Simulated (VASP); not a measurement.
Runs of VASP 6.6.1 on KF. The structure is that of space group Fm-3m (No. 225), or close to it. The cells are those of the table. 

```csv
task,cell,k mesh,cutoff (eV),smearing,gap on the mesh (eV),pressure (GPa)
single point,"a = 3.635 Å, angles 60.0°, 2 atoms",8 × 8 × 8,520,gaussian 0.01 eV,6.65,(a)
relaxation of cell and atoms,"relaxed to 2 GPa from a = 3.754 Å, angles 60.0°, 2 atoms",8 × 8 × 8,600,gaussian 0.01 eV,6.41,2.0
relaxation of cell and atoms,"relaxed to 1 GPa from a = 3.754 Å, angles 60.0°, 2 atoms",8 × 8 × 8,600,gaussian 0.01 eV,6.27,1.0
single point,"a = 3.573 Å, angles 60.0°, 2 atoms",8 × 8 × 8,520,gaussian 0.01 eV,6.95,7.3
relaxation of cell and atoms,"relaxed from a = 3.779 Å, angles 60.0°, 2 atoms",16 × 16 × 16,600,fermi-dirac 0.05 eV,6.13,0.0
single point,"a = 3.458 Å, angles 60.0°, 2 atoms",8 × 8 × 8,520,gaussian 0.01 eV,7.52,15.5
relaxation of cell and atoms,"relaxed to 4 GPa from a = 3.754 Å, angles 60.0°, 2 atoms",8 × 8 × 8,600,gaussian 0.01 eV,6.64,4.0
relaxation of cell and atoms,"relaxed to 15 GPa from a = 3.754 Å, angles 60.0°, 2 atoms",8 × 8 × 8,600,gaussian 0.01 eV,7.50,15.0
single point,"a = 3.524 Å, angles 60.0°, 2 atoms",8 × 8 × 8,520,gaussian 0.01 eV,7.19,(b)
relaxation of cell and atoms,"relaxed to 7 GPa from a = 3.754 Å, angles 60.0°, 2 atoms",8 × 8 × 8,600,gaussian 0.01 eV,6.94,7.0
```

Alike in all rows: level PBEsol; potentials or basis VASP PAW PBE potentials, release 64 (K_sv, F); no spin polarisation.

Problem. Fill in the values left out.

Solution. (a) 4.2; (b) 10.3.

Caveats: the PAW data sets were made with another functional, which shifts forces and pressure a little; the cell is relaxed towards a set pressure, so the run minimises the enthalpy, not the energy (at least some runs); the cell stands under pressure (at least some runs).

A k mesh can miss the band edges.
